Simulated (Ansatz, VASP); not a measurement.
## Se: VASP beside Ansatz

```
Se
1.0
    -1.72146    1.72146    1.72146
     1.72146   -1.72146    1.72146
     1.72146    1.72146   -1.72146
Se
1
Cartesian
  0.0000 0.0000 0.0000
```

Alike in both runs: functional PBE; k mesh 21 × 21 × 21; occupations fermi-dirac, width 0.1 eV; no spin polarisation.

Ansatz relaxed the structure, and its values are those at the end. VASP's run is a single point on that final structure, the one shown.

```csv
,VASP,Ansatz
version,VASP 6.6.1,Ansatz 0.2.0
potentials or method,"VASP PAW PBE potentials, release 64 (Se)","PAW with Ansatz's default frozen-core files, scalar-relativistic"
plane-wave cutoff (eV),520,420
valence electrons in the cell,6,16
```

```tsv
	VASP	Ansatz	Ansatz less VASP
pressure (GPa)	0.0	0.0	-0.02
```

VASP's potentials hold 6 valence electrons a cell and Ansatz's 16, so a difference there can come from the potentials and not from the codes.
